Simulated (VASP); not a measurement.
# Ir (P-1) in VASP: notebook

The runs below take Ir through single point, with PBEsol.

All numbers are computed with VASP 6.6.1; they aren't measurements. Logs are shortened: lines on timing, memory, paths and dates and some standing lists are left out, and cuts for length are marked.

## 1. The cell of the first run

The typed cell holds 1 atom: a = 2.778 Å, b = 2.753 Å, c = 2.700 Å, α = 59.65°, β = 60.90°, γ = 57.51°.

## 2. Single point, PBEsol

File INCAR:

```
SYSTEM = Ir
ALGO = Normal
EDIFF = 1E-7
ENCUT = 520
GGA = PS
ISIF = 2
ISMEAR = 1
LASPH = .TRUE.
LCHARG = .FALSE.
LREAL = .FALSE.
LWAVE = .FALSE.
NBANDS = 10
NELM = 100
PREC = Accurate
SIGMA = 0.1
```

File KPOINTS:

```
k-points
0
G
  7 7 7
  0 0 0
```

File POSCAR:

```
Ir
1.0
    0.0052400000      1.9045100000      2.0229400000
    1.9010600000      0.0373100000      1.9908700000
    1.9237600000      1.8951500000      0.0146000000
Ir
1
Direct
    0.0000000000      0.0000000000      0.0000000000
```

Potentials or basis: VASP PAW PBE potentials, release 64 (Ir).

Run with:

```bash
cat potpaw_PBE.64/Ir/POTCAR > POTCAR
mpirun -np 1 vasp_std > vasp.out
```

OUTCAR:

```text
SYSTEM = Ir
   EDIFF = 1E-7
   ENCUT = 520
   GGA = PS
   ISIF = 2
   ISMEAR = 1
   LASPH = .TRUE.
   LREAL = .FALSE.
   NELM = 100
   PREC = Accurate

 ion  position               nearest neighbor table
   1  0.000  0.000  0.000-

  LATTYP: Found a triclinic cell.
 ALAT       =     2.7004924033
 B/A-ratio  =     1.4144539743
 C/A-ratio  =     1.0288471038
 COS(alpha) =     0.0035716565
 COS(beta)  =     0.4863297777
 COS(gamma) =     0.7174576583

  Lattice vectors:

 A1 = (  -1.9237600000,  -1.8951500000,  -0.0146000000)
 A2 = (  -3.8195800000,  -0.0279500000,   0.0174700000)
 A3 = (  -0.0052400000,  -1.9045100000,  -2.0229400000)

Analysis of symmetry for initial positions (statically):
=====================================================================
 Subroutine PRICEL returns:
 Original cell was already a primitive cell.

 Routine SETGRP: Setting up the symmetry group for a
 triclinic supercell.

 Subroutine GETGRP returns: Found  2 space group operations
 (whereof  2 operations were pure point group operations)
 out of a pool of  2 trial point group operations.

The static configuration has the point symmetry S_2 .

Analysis of symmetry for dynamics (positions and initial velocities):
=====================================================================
 Subroutine PRICEL returns:
 Original cell was already a primitive cell.

 Routine SETGRP: Setting up the symmetry group for a
 triclinic supercell.

 Subroutine GETGRP returns: Found  2 space group operations
 (whereof  2 operations were pure point group operations)
 out of a pool of  2 trial point group operations.

The dynamic configuration has the point symmetry S_2 .

 Subroutine INISYM returns: Found  2 space group operations
 (whereof  2 operations are pure point group operations),
 and found     1 'primitive' translations

----------------------------------------------------------------------------------------

                                     Primitive cell

  volume of cell :      14.3646

  direct lattice vectors                    reciprocal lattice vectors
     0.005240000  1.904510000  2.022940000    -0.262621488  0.264692415  0.245813907
     1.901060000  0.037310000  1.990870000     0.264954748 -0.270914236  0.254367657
[... 79 lines left out ...]
   LSORBIT =      F    spin-orbit coupling
   LASPH  =      T    aspherical Exc in radial PAW
   ENCUT  =  520.0 eV  38.22 Ry    6.18 a.u.   5.17  5.12  5.02*2*pi/ulx,y,z
   NELM   =    100;   NELMIN=  2; NELMDL= -5     # of ELM steps
   EDIFF  = 0.1E-06   stopping-criterion for ELM
   LREAL  =      F    real-space projection
   EDIFFG = 0.1E-05   stopping-criterion for IOM
   NSW    =      0    number of steps for IOM
   IBRION =     -1    ionic relax: 0-MD 1-quasi-New 2-CG
   NFREE  =      0    steps in history (QN), initial steepest desc. (CG)
   ISIF   =      2    stress and relaxation
   ISYM   =      2    0-nonsym 1-usesym 2-fastsym
   POTIM  = 0.5000    time-step for ionic-motion
   TEBEG  =    0.0;   TEEND  =   0.0 temperature during run
   PSTRESS=    0.0 pullay stress
   NELECT =       9.0000    total number of electrons
   NUPDOWN=      -1.0000    fix difference up-down
   EMIN   =  10.00;   EMAX   =-10.00  energy-range for DOS
   EFERMI =   0.00;   METHOD = LEGACY
   ISMEAR =     1;   SIGMA  =   0.10  broadening in eV -4-tet -1-fermi 0-gaus
   EFERMI_NEDOS =   21; number of points for ismear=-14 and -15
   IALGO  =     38    algorithm
   IMIX   =      4    mixing-type and parameters
     AMIX     =   0.40;   BMIX     =  1.00
     AMIX_MAG =   1.60;   BMIX_MAG =  1.00
  volume/ion in A,a.u.               =      14.36        96.94
  Fermi-wavevector in a.u.,A,eV,Ry     =   1.400848  2.647220 26.699752  1.962376
  Thomas-Fermi vector in A             =   2.523768
   LORBIT       =      0    0 simple, 1 ext, 2 COOP (PROOUT), +10 PAW based schemes
   GGA     = PS    functional components
   LHFCALC =     F    Hartree Fock is set to
   AEXX    =    0.0000 exact exchange contribution
   IVDW    =     0    specifies the selected vdW correction
   LEPSILON=     F    determine dielectric tensor
   LRPA    =     F    only Hartree local field effects (RPA)
 non-spin polarized calculation
 Methfessel and Paxton  Order N= 1 SIGMA  =   0.10
  energy-cutoff  :      520.00
  volume of cell :       14.36
 maximum number of plane-waves:       396
 NGX is ok and might be reduce to    24
   NGX = 11   NGY = 11   NGZ =  9

 number of electron       9.0000000 magnetization

 Free energy of the ion-electron system (eV)
  ---------------------------------------------------
  ext. energy  EPLUGINS =         0.00000000
  ---------------------------------------------------
  free energy    TOTEN  =        -9.84548885 eV

  energy without entropy =       -9.84593793  energy(sigma->0) =       -9.84563855

 E-fermi :  10.0896     XC(G=0): -14.0095

 val. band max:       10.0269248047   @ k =   0.4286  -0.1429   0.4286
 cond. band min:      10.0931979343   @ k =  -0.4286   0.0000   0.4286
 fundamental gap:      0.0662731296
 Fermi energy:        10.0895814436

 k-point     1 :       0.0000    0.0000    0.0000
  band No.  band energies     occupation
      1      -1.0427      2.00000
      2       5.6643      2.00000
      3       6.2591      2.00000
      4       6.6166      2.00000
      5       8.3435      2.00000
      6       9.2973      2.00000
      7      24.3642      0.00000
      8      28.7001      0.00000
      9      30.0359      0.00000
     10      30.8257      0.00000
[... 287 lines left out ...]
 k-point    24 :      -0.2857    0.4286   -0.0000
  band No.  band energies     occupation
      1       3.3540      2.00000
      2       4.6202      2.00000
      3       6.2988      2.00000
      4       8.3970      2.00000
      5      10.7185     -0.00000
      6      16.1488      0.00000
      7      16.7077      0.00000
      8      22.0789      0.00000
      9      26.8475      0.00000
     10      29.6651      0.00000

 [... further k-points ...]
[... 5 lines left out ...]
  --------------------------------------------------------------------------------------
  -------------------------------------------------------------------------------------
  Total       -0.3990032      0.1116558     -1.7500396     -0.4524943     -0.5774922      0.1822408
  in kB      -44.5034197     12.4536981   -195.1933161    -50.4696396    -64.4114672     20.3265015
  external PRESSURE =     -75.7476792 kB  Pullay stress =       0.0000000 kB

 VOLUME and BASIS-vectors are now :
 -----------------------------------------------------------------------------
  energy-cutoff  :      520.00
  volume of cell :       14.36
      direct lattice vectors                 reciprocal lattice vectors
     0.005240000  1.904510000  2.022940000    -0.262621488  0.264692415  0.245813907
     1.901060000  0.037310000  1.990870000     0.264954748 -0.270914236  0.254367657
     1.923760000  1.895150000  0.014600000     0.258702366  0.266996522 -0.252035723

 POSITION                                       TOTAL-FORCE (eV/Angst)
 -----------------------------------------------------------------------------------
      0.00000      0.00000      0.00000         0.000000      0.000000     -0.000000
 -----------------------------------------------------------------------------------
    total drift:                                0.000000      0.000000      0.000000

  FREE ENERGIE OF THE ION-ELECTRON SYSTEM (eV)
  ---------------------------------------------------
  free  energy   TOTEN  =        -9.8454888543 eV

  energy  without entropy=       -9.8459379265  energy(sigma->0) =       -9.84563855
```

stdout:

```text
POSCAR found type information on POSCAR Ir
 POSCAR found :  1 types and       1 ions
 scaLAPACK will be used
 -----------------------------------------------------------------------------
|                                                                             |
|                                                                             |
|     You enforced a specific xc type in the INCAR file but a different       |
|     I HOPE YOU KNOW WHAT YOU ARE DOING!                                     |
|                                                                             |
 -----------------------------------------------------------------------------

 LDA part: xc-table for (Slater+PW92), standard interpolation
 POSCAR, INCAR and KPOINTS ok, starting setup
 FFT: planning ... GRIDC
 FFT: planning ... GRID_SOFT
 FFT: planning ... GRID
 WAVECAR not read
 entering main loop
```

Run time: 10 s. Hardware: 1 thread of Intel Xeon Platinum 8375C at 2.90GHz (Ice Lake), shared host; peak memory 0.15 GiB.

Results:

```yaml
Free_energy: -9.8455 eV
Pressure: -7.6 GPa
```

Stress tensor (GPa, compression positive):
```
 -4.45  -5.05   2.03
 -5.05   1.25  -6.44
  2.03  -6.44 -19.52
```

Caveat: the k points lie up to 0.41 Å⁻¹ apart; the PAW data sets were made with another functional, which shifts forces and pressure a little; spin-orbit coupling is left out, which moves the levels of the heavy elements.

## 3. Single point, PBEsol

This run uses another cell than the first one, of 14.44 Å³/atom, 1.005 times its volume.

File INCAR:

```
PREC     = Accurate       # precision mode
ENCUT    = 520            # plane-wave cutoff, eV
EDIFF    = 1E-7           # SCF threshold, eV
ISMEAR   = 1              # smearing method
SIGMA    = 0.1            # smearing width, eV
LREAL    = False          # projectors in reciprocal space
LASPH    = True           # aspherical terms in the spheres
NELM     = 80             # most SCF steps
ALGO     = Normal         # electronic algorithm
ISIF     = 2              # what is computed and relaxed
LWAVE    = False          # write WAVECAR
LCHARG   = False          # write CHGCAR
GGA      = PS             # functional
NBANDS   = 10             # bands
```

File KPOINTS:

```
Automatic mesh
0
Gamma
  7 7 7
```

File POSCAR:

```
Ir
1.0
    0.0052487188      1.9076789077      2.0263059629
    1.9042231672      0.0373720800      1.9941826018
    1.9269609377      1.8983033336      0.0146242929
Ir
1
Direct
    0.0000000000      0.0000000000      0.0000000000
```

Potentials or basis: VASP PAW PBE potentials, release 64 (Ir).

Run with:

```bash
cat potpaw_PBE.64/Ir/POTCAR > POTCAR
mpirun -np 1 vasp_std > vasp.out
```

Run time: 12 s. Hardware: 1 thread of Intel Xeon Platinum 8375C at 2.90GHz (Ice Lake), shared host; peak memory 0.15 GiB.

Results (log left out):

```yaml
Free_energy: -9.8417 eV
Pressure: -9.3 GPa
```

Stress tensor (GPa, compression positive):
```
 -6.23  -4.95   1.99
 -4.95  -0.61  -6.32
  1.99  -6.32 -21.07
```

Levels at points of the mesh, in eV from the Fermi level:
```
           k point  band 1  band 2  band 3  band 4  band 5  band 6  band 7  band 8  band 9
(0.00, 0.00, 0.00)  -11.08   -4.39   -3.80   -3.45   -1.73   -0.79   14.29   18.60   19.92
```

Caveat: the k points lie up to 0.41 Å⁻¹ apart; the PAW data sets were made with another functional, which shifts forces and pressure a little; spin-orbit coupling is left out, which moves the levels of the heavy elements.

## 4. Single point, PBEsol

This run uses another cell than the first one, of 14.29 Å³/atom, 0.995 times its volume.

File INCAR:

```
PREC     = Accurate       # precision mode
ENCUT    = 520            # plane-wave cutoff, eV
EDIFF    = 1E-7           # SCF threshold, eV
ISMEAR   = 1              # smearing method
SIGMA    = 0.1            # smearing width, eV
LREAL    = F              # projectors in reciprocal space
LASPH    = T              # aspherical terms in the spheres
NELM     = 100            # most SCF steps
ALGO     = Normal         # electronic algorithm
ISIF     = 2              # what is computed and relaxed
LWAVE    = F              # write WAVECAR
LCHARG   = F              # write CHGCAR
GGA      = PS             # functional
NBANDS   = 10             # bands
```

KPOINTS is that of step 3.

File POSCAR:

```
Ir
1.0
    0.0052312521      1.9013305116      2.0195627984
    1.8978862712      0.0372477127      1.9875463377
    1.9205483747      1.8919861377      0.0145756260
Ir
1
Direct
    0.0000000000      0.0000000000      0.0000000000
```

Potentials or basis: VASP PAW PBE potentials, release 64 (Ir).

Run with:

```bash
cat potpaw_PBE.64/Ir/POTCAR > POTCAR
mpirun -np 1 vasp_std > vasp.out
```

OUTCAR:

```text
PREC = Accurate
   ENCUT = 520
   EDIFF = 1E-7
   ISMEAR = 1
   LREAL = F
   LASPH = T
   NELM = 100
   ISIF = 2
   GGA = PS

 ion  position               nearest neighbor table
   1  0.000  0.000  0.000-

  LATTYP: Found a triclinic cell.
 ALAT       =     2.6959840604
 B/A-ratio  =     1.4144539743
 C/A-ratio  =     1.0288471038
 COS(alpha) =     0.0035716565
 COS(beta)  =     0.4863297777
 COS(gamma) =     0.7174576583

  Lattice vectors:

[... 484 lines left out ...]
  band No.  band energies     occupation
      1       3.3916      2.00000
      2       4.6666      2.00000
      3       6.3587      2.00000
      4       8.4697      2.00000
      5      10.8123     -0.00000
      6      16.2673      0.00000
      7      16.8253      0.00000
      8      22.2178      0.00000
      9      26.9867      0.00000
     10      29.7955      0.00000

 [... further k-points ...]
[... 5 lines left out ...]
  --------------------------------------------------------------------------------------
  -------------------------------------------------------------------------------------
  Total       -0.2329294      0.2819449     -1.5985994     -0.4588452     -0.5859888      0.1851029
  in kB      -26.1106876     31.6051780   -179.1981906    -51.4351667    -65.6875796     20.7494822
  external PRESSURE =     -57.9012334 kB  Pullay stress =       0.0000000 kB

 VOLUME and BASIS-vectors are now :
 -----------------------------------------------------------------------------
  energy-cutoff  :      520.00
  volume of cell :       14.29
      direct lattice vectors                 reciprocal lattice vectors
     0.005231252  1.901330512  2.019562798    -0.263060655  0.265135046  0.246224968
     1.897886271  0.037247713  1.987546338     0.265397817 -0.271367270  0.254793022
     1.920548375  1.891986138  0.014575626     0.259134979  0.267443005 -0.252457188

 POSITION                                       TOTAL-FORCE (eV/Angst)
 -----------------------------------------------------------------------------------
      0.00000      0.00000      0.00000         0.000000      0.000000      0.000000
 -----------------------------------------------------------------------------------
    total drift:                                0.000000      0.000000     -0.000000

  FREE ENERGIE OF THE ION-ELECTRON SYSTEM (eV)
  ---------------------------------------------------
  free  energy   TOTEN  =        -9.8484567038 eV

  energy  without entropy=       -9.8489009499  energy(sigma->0) =       -9.84860479
```

OSZICAR:

```text
N       E                     dE             d eps       ncg     rms          rms(c)
DAV:   1     0.454204212293E+02    0.45420E+02   -0.43239E+03  3504   0.815E+02
DAV:   2    -0.956046369838E+01   -0.54981E+02   -0.51708E+02  3528   0.191E+02
DAV:   3    -0.104717762365E+02   -0.91131E+00   -0.90949E+00  3970   0.302E+01
DAV:   4    -0.104801561345E+02   -0.83799E-02   -0.83785E-02  3874   0.270E+00
DAV:   5    -0.104803244828E+02   -0.16835E-03   -0.16835E-03  3964   0.364E-01    0.153E+01
DAV:   6    -0.994476073979E+01    0.53556E+00   -0.97248E-01  3832   0.119E+01    0.592E+00
DAV:   7    -0.985546886019E+01    0.89292E-01   -0.25158E-01  4020   0.554E+00    0.146E+00
DAV:   8    -0.984934672945E+01    0.61221E-02   -0.26793E-03  3698   0.527E-01    0.429E-01
DAV:   9    -0.984845166425E+01    0.89507E-03   -0.87668E-04  3952   0.428E-01    0.165E-02
DAV:  10    -0.984845604134E+01   -0.43771E-05   -0.48149E-06  4144   0.190E-02    0.489E-03
DAV:  11    -0.984845675311E+01   -0.71177E-06   -0.35652E-07  3914   0.586E-03    0.681E-04
DAV:  12    -0.984845670375E+01    0.49359E-07   -0.10931E-08  2024   0.119E-03
   1 F= -.98484567E+01 E0= -.98486048E+01  d E =0.444246E-03
```

stdout:

```text
POSCAR found type information on POSCAR Ir
 POSCAR found :  1 types and       1 ions
 scaLAPACK will be used
 -----------------------------------------------------------------------------
|                                                                             |
|                                                                             |
|     You enforced a specific xc type in the INCAR file but a different       |
|     I HOPE YOU KNOW WHAT YOU ARE DOING!                                     |
|                                                                             |
 -----------------------------------------------------------------------------

 LDA part: xc-table for (Slater+PW92), standard interpolation
 POSCAR, INCAR and KPOINTS ok, starting setup
 FFT: planning ... GRIDC
 FFT: planning ... GRID_SOFT
 FFT: planning ... GRID
 WAVECAR not read
 entering main loop
```

Wall time 10 s (1 thread of Intel Xeon Platinum 8375C at 2.90GHz (Ice Lake), shared host); peak memory 0.15 GiB.

Results:

* Free energy: -9.8485 eV
* Pressure: -5.8 GPa

Caveat: the k points lie up to 0.41 Å⁻¹ apart; the PAW data sets were made with another functional, which shifts forces and pressure a little; spin-orbit coupling is left out, which moves the levels of the heavy elements.

## 5. Overview

| cell | gap on the mesh (eV) | pressure (GPa) |
| --- | --- | --- |
| a = 2.778, b = 2.753, c = 2.700 Å, angles 59.6, 60.9, 57.5°, 1 atom | none | -7.6 |
| a = 2.783, b = 2.758, c = 2.705 Å, angles 59.6, 60.9, 57.5°, 1 atom | none | -9.3 |
| a = 2.774, b = 2.748, c = 2.696 Å, angles 59.6, 60.9, 57.5°, 1 atom | none | -5.8 |

Alike in all rows: task single point; level PBEsol; potentials or basis VASP PAW PBE potentials, release 64 (Ir); no spin polarisation; k mesh 7 × 7 × 7; cutoff (eV) 520; smearing methfessel-paxton 0.1 eV.

Caveats: all runs use coarse meshes; the PAW data sets were made with another functional, which shifts forces and pressure a little; spin-orbit coupling is left out, which moves the levels of the heavy elements.

Total energies depend on the potentials used, so only differences within one code and one set of settings carry meaning.
